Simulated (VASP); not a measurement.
A run of VASP 6.6.1 is set up as follows.

File POSCAR:

```
SnSe
1.0
    0.0000000000      3.0299343558      3.0299343558
    3.0299343558      0.0000000000      3.0299343558
    3.0299343558      3.0299343558      0.0000000000
Sn Se
1 1
Direct
    0.0000000000      0.0000000000      0.0000000000
    0.5000000000      0.5000000000      0.5000000000
```

File INCAR.step1:

```
PREC = Accurate
ENCUT = 520
EDIFF = 1E-5
ISMEAR = -1
SIGMA = 0.05
LREAL = False
LASPH = True
NELM = 60
ALGO = Normal
ISIF = 2
LWAVE = True
NBANDS = 17
GGA = PE
```

The input INCAR.step2:

```
PREC = Accurate
ENCUT = 520
EDIFF = 1E-7
ISMEAR = -1
SIGMA = 0.05
LREAL = False
LASPH = True
NELM = 60
ALGO = Normal
ISIF = 2
LWAVE = False
LCHARG = True
GGA = PE
LHFCALC = True
AEXX = 0.25
PRECFOCK = Normal
LELF = True
LVHAR = True
NBANDS = 17
ISTART = 1
```

The input KPOINTS:

```
regular mesh
0
Gamma
  6 6 6
```

Potentials or basis: VASP PAW PBE potentials, release 64 (Sn_d, Se).

Command:

```console
$ cat potpaw_PBE.64/Sn_d/POTCAR potpaw_PBE.64/Se/POTCAR > POTCAR
$ cp INCAR.step1 INCAR
$ mpirun -np 1 vasp_std > vasp.out
$ cp INCAR.step2 INCAR
$ mpirun -np 1 vasp_std > vasp.out
```

**Question.** Predict the band gap on the k mesh.

**Answer.** 0.61 eV.

**Question.** Estimate the pressure.

**Answer.** -1.6 GPa.

Caveat: the PAW data sets were made with another functional, which shifts forces and pressure a little; spin-orbit coupling is left out, which moves the levels of the heavy elements. A k mesh can miss the band edges.
